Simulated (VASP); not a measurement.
# C (P6_3/mmc) in VASP: further runs, part 2 of 2

VASP 6.6.1. The steps go on from the part before.

**4. Relaxation of shape and atoms at fixed volume, PBE (5.19 Å³/atom)**

This run uses another cell than the first one, of 5.19 Å³/atom.

The input, INCAR:

```
SYSTEM = C
ALGO = Normal
EDIFF = 1E-7
EDIFFG = -0.01
ENCUT = 600
GGA = PE
IBRION = 2
ISIF = 4
ISMEAR = 0
LASPH = .True.
LCHARG = .False.
LREAL = .False.
LWAVE = .False.
NELM = 60
NSW = 50
PREC = Accurate
SIGMA = 0.02
```

The input, KPOINTS:

```
k-points
0
Gamma
  12 12 2
  0 0 0
```

The input, POSCAR:

```
C
1.0
    2.4423398260      0.0000000000      0.0000000000
   -1.2211699130      2.1151283339      0.0000000000
    0.0000000000      0.0000000000     12.0455831072
C
12
Direct
    0.0000000000      0.0000000000      0.1869204609
    0.0000000000      0.0000000000      0.6869204609
    0.0000000000      0.0000000000      0.3130795391
    0.0000000000      0.0000000000      0.8130795391
    0.3333333333      0.6666666667      0.5207777504
    0.6666666667      0.3333333333      0.0207777504
    0.3333333333      0.6666666667      0.9792222496
    0.6666666667      0.3333333333      0.4792222496
    0.3333333333      0.6666666667      0.6450818849
    0.6666666667      0.3333333333      0.1450818849
    0.3333333333      0.6666666667      0.8549181151
    0.6666666667      0.3333333333      0.3549181151
```

Potentials or basis: VASP PAW PBE potentials, release 64 (C).

Launch:

```sh
cat potpaw_PBE.64/C/POTCAR > POTCAR
mpirun -np 1 vasp_std > vasp.out
```

OUTCAR:

```text
SYSTEM = C
   EDIFF = 1E-7
   EDIFFG = -0.01
   ENCUT = 600
   GGA = PE
   IBRION = 2
   ISIF = 4
   ISMEAR = 0
   LASPH = .True.
   LREAL = .False.
   NELM = 60
   NSW = 50
   PREC = Accurate

 ion  position               nearest neighbor table
   1  0.000  0.000  0.187-  10 1.50  10 1.50  10 1.50   3 1.52
   2  0.000  0.000  0.687-   9 1.50   9 1.50   9 1.50   4 1.52
   3  0.000  0.000  0.313-  12 1.50  12 1.50  12 1.50   1 1.52
   4  0.000  0.000  0.813-  11 1.50  11 1.50  11 1.50   2 1.52
   5  0.333  0.667  0.521-   8 1.50   8 1.50   8 1.50   9 1.50
   6  0.667  0.333  0.021-   7 1.50   7 1.50   7 1.50  10 1.50
   7  0.333  0.667  0.979-   6 1.50   6 1.50   6 1.50  11 1.50
   8  0.667  0.333  0.479-   5 1.50   5 1.50   5 1.50  12 1.50
   9  0.333  0.667  0.645-   5 1.50   2 1.50   2 1.50   2 1.50
  10  0.667  0.333  0.145-   6 1.50   1 1.50   1 1.50   1 1.50
  11  0.333  0.667  0.855-   7 1.50   4 1.50   4 1.50   4 1.50
  12  0.667  0.333  0.355-   8 1.50   3 1.50   3 1.50   3 1.50

  LATTYP: Found a hexagonal cell.
 ALAT       =     2.4423398260
 C/A-ratio  =     4.9319848855

  Lattice vectors:

 A1 = (   2.4423398260,   0.0000000000,   0.0000000000)
 A2 = (  -1.2211699130,   2.1151283339,   0.0000000000)
 A3 = (   0.0000000000,   0.0000000000,  12.0455831072)

Analysis of symmetry for initial positions (statically):
=====================================================================
 Subroutine PRICEL returns:
 Original cell was already a primitive cell.

 Routine SETGRP: Setting up the symmetry group for a
 hexagonal supercell.

 Subroutine GETGRP returns: Found 24 space group operations
 (whereof 12 operations were pure point group operations)
 out of a pool of 24 trial point group operations.

The static configuration has the point symmetry D_3d.
 The point group associated with its full space group is D_6h.

Analysis of symmetry for dynamics (positions and initial velocities):
[... 153 lines left out ...]
  volume/ion in A,a.u.               =       5.19        34.99
  Fermi-wavevector in a.u.,A,eV,Ry     =   1.501407  2.837247 30.670555  2.254222
  Thomas-Fermi vector in A             =   2.612781
   LORBIT       =      0    0 simple, 1 ext, 2 COOP (PROOUT), +10 PAW based schemes
   GGA     = PE    functional components
   LHFCALC =     F    Hartree Fock is set to
   AEXX    =    0.0000 exact exchange contribution
   IVDW    =     0    specifies the selected vdW correction
   LEPSILON=     F    determine dielectric tensor
   LRPA    =     F    only Hartree local field effects (RPA)
 conjugate gradient relaxation of ions
 non-spin polarized calculation
 Gauss-broadening in eV      SIGMA  =   0.02
  energy-cutoff  :      600.00
  volume of cell :       62.23
 maximum number of plane-waves:      2121
 NGX is ok and might be reduce to    20
   NGX =  9   NGY =  9   NGZ = 49

--------------------------------------- Ionic step        1  -------------------------------------------

 number of electron      48.0000003 magnetization

 Free energy of the ion-electron system (eV)
  ---------------------------------------------------
  ext. energy  EPLUGINS =         0.00000000
  ---------------------------------------------------
  free energy    TOTEN  =      -108.17017244 eV

  energy without entropy =     -108.17017244  energy(sigma->0) =     -108.17017244

------------------------ aborting loop because EDIFF is reached ----------------------------------------

  FORCE on cell =-STRESS in cart. coord.  units (eV):
  Direction    XX          YY          ZZ          XY          YZ          ZX
  --------------------------------------------------------------------------------------
  -------------------------------------------------------------------------------------
  Total       18.9601493     18.9601493     18.9883047      0.0000000      0.0000000     -0.0000000
  in kB      488.1819222    488.1819222    488.9068608      0.0000000      0.0000000     -0.0000000
  external PRESSURE =     488.4235684 kB  Pullay stress =       0.0000000 kB
[... 79 lines left out ...]
--------------------------------------- Ionic step        3  -------------------------------------------

 number of electron      48.0000003 magnetization

 Free energy of the ion-electron system (eV)
  ---------------------------------------------------
  ext. energy  EPLUGINS =         0.00000000
  ---------------------------------------------------
  free energy    TOTEN  =      -108.17020163 eV

  energy without entropy =     -108.17020163  energy(sigma->0) =     -108.17020163

 E-fermi :  11.3470     XC(G=0): -13.7043

 val. band max:       11.1823739139   @ k =   0.0000   0.0000   0.0000
 cond. band min:      15.8613213891   @ k =   0.3333   0.0000   0.0000
 fundamental gap:      4.6789474752
 Fermi energy:        11.3469780034

 k-point     1 :       0.0000    0.0000    0.0000
  band No.  band energies     occupation
      1     -11.6608      2.00000
      2     -10.8900      2.00000
      3     -10.8142      2.00000
      4      -8.4991      2.00000
      5      -8.4431      2.00000
      6      -5.4254      2.00000
[... 805 lines left out ...]
     30      19.2509      0.00000
     31      19.6225      0.00000

 [... further k-points ...]
[... 5 lines left out ...]
  --------------------------------------------------------------------------------------
  -------------------------------------------------------------------------------------
  Total       18.9547316     18.9547316     18.9954468      0.0000000     -0.0000000      0.0000000
  in kB      488.0424281    488.0424281    489.0907539      0.0000000     -0.0000000      0.0000000
  external PRESSURE =     488.3918701 kB  Pullay stress =       0.0000000 kB
[... 27 lines left out ...]
  FREE ENERGIE OF THE ION-ELECTRON SYSTEM (eV)
  ---------------------------------------------------
  free  energy   TOTEN  =      -108.1702016254 eV

  energy  without entropy=     -108.1702016254  energy(sigma->0) =     -108.17020163

 reached required accuracy - stopping structural energy minimisation
```

OSZICAR:

```text
N       E                     dE             d eps       ncg     rms          rms(c)
DAV:   1     0.168188602638E+03    0.16819E+03   -0.28977E+04  2356   0.172E+03
DAV:   2    -0.103531698856E+03   -0.27172E+03   -0.25771E+03  3151   0.301E+02
[... 19 lines left out ...]
       N       E                     dE             d eps       ncg     rms          rms(c)
DAV:   1    -0.108170192252E+03   -0.22954E-03   -0.14429E-02  2678   0.752E-01    0.215E-02
DAV:   2    -0.108170203861E+03   -0.11609E-04   -0.20495E-04  2928   0.881E-02    0.135E-02
DAV:   3    -0.108170201675E+03    0.21863E-05   -0.94404E-06  2942   0.207E-02    0.489E-03
DAV:   4    -0.108170201612E+03    0.62730E-07   -0.16845E-06  2901   0.761E-03    0.206E-03
DAV:   5    -0.108170201625E+03   -0.13086E-07   -0.13408E-07  1948   0.235E-03
   3 F= -.10817020E+03 E0= -.10817020E+03  d E =-.291856E-04
```

It took 4.9 min on 1 thread of Intel Xeon 8259CL, shared host; peak memory 0.21 GiB.

What came out:

```yaml
Free_energy: -108.1702 eV
Energy_gained_by_relaxing: 0.0 meV/atom
Ionic_steps: 3
Pressure_after_relaxing: 48.8 GPa
Largest_force_after_relaxing: 0.005 eV/Å
Band_gap_on_the_k_mesh: 4.68 eV (least direct gap 5.58 eV)
```

Forces in eV/Å, atoms in the order of the input:
```
C    0.000  0.000  0.001
C    0.000  0.000  0.001
C    0.000  0.000 -0.001
C    0.000  0.000 -0.001
C    0.000  0.000  0.001
C    0.000  0.000  0.001
C    0.000  0.000 -0.001
C    0.000  0.000 -0.001
C    0.000  0.000  0.005
C    0.000  0.000  0.005
C    0.000  0.000 -0.005
C    0.000  0.000 -0.005
```

Stress tensor (GPa, compression positive):
```
48.80  0.00  0.00
 0.00 48.80  0.00
 0.00  0.00 48.91
```

Final structure:
```
C
1.0
     2.44232    0.00000    0.00000
    -1.22116    2.11511    0.00000
     0.00000    0.00000   12.04582
C
12
Cartesian
  0.0000 0.0000 2.2520
  0.0000 0.0000 8.2749
  0.0000 0.0000 3.7709
  0.0000 0.0000 9.7938
  0.0000 1.4101 6.2732
  1.2212 0.7050 0.2503
  0.0000 1.4101 11.7955
  1.2212 0.7050 5.7726
  0.0000 1.4101 7.7704
  1.2212 0.7050 1.7475
  0.0000 1.4101 10.2983
  1.2212 0.7050 4.2754
```

Levels at points of the mesh, in eV from the valence-band top:
```tsv
k point	band 22	band 23	band 24	band 25	band 26	band 27
(0.00, 0.00, 0.00)	-0.20	0.00	0.00	5.58	5.58	5.75
(0.50, 0.00, 0.00)	-4.40	-3.96	-3.17	4.82	5.42	5.48
(0.00, 0.00, 0.50)	-0.35	-0.35	-0.35	6.01	6.01	6.01
(0.50, 0.00, 0.50)	-4.12	-3.54	-3.54	4.99	4.99	6.12
```
